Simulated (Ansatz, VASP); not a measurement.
## One calculation of In3GaP4, two programs

```
CELL_PARAMETERS angstrom
3.93080 0.00000 0.00000
0.00000 3.93080 0.00000
0.00000 0.00000 10.59194
ATOMIC_POSITIONS crystal
In 0.00000 0.00000 0.74551
In 0.50000 0.50000 0.00000
In 0.00000 0.00000 0.25449
Ga 0.50000 0.50000 0.50000
P 0.00000 0.00000 0.00000
P 0.50000 0.50000 0.26928
P 0.00000 0.00000 0.50000
P 0.50000 0.50000 0.73072
```

Alike in both runs: functional PBE; k mesh 4 × 4 × 2; occupations gaussian, width 0.1 eV; no spin polarisation.

Ansatz relaxed the structure, and its values are those at the end. VASP's run is a single point on that final structure, the one shown.

|  | VASP | Ansatz |
| --- | --- | --- |
| version | VASP 6.6.1 | Ansatz 0.2.0 |
| potentials or method | VASP PAW PBE potentials, release 64 (In_d, Ga_d, P), cutoff 520 eV | scalar-relativistic, plane waves, PAW |
| valence electrons in the cell | 72 | 72 |

Ansatz gave:

```
gap on the k mesh at the Fermi level (eV) : none
pressure (GPa)                            : 0.0
rms of the force components (eV/Å)        : 0.011
```

**Question.** Estimate VASP's values.

**Answer.** gap on the k mesh at the Fermi level (eV): none; pressure (GPa): 0.0; rms of the force components (eV/Å): 0.013.

A gap of «none» marks a metal or a gap that the smearing closes. The functional is the same, so the differences come from potentials, cutoffs and numerics.

The k mesh is coarse, so the values compare programs but aren't converged.
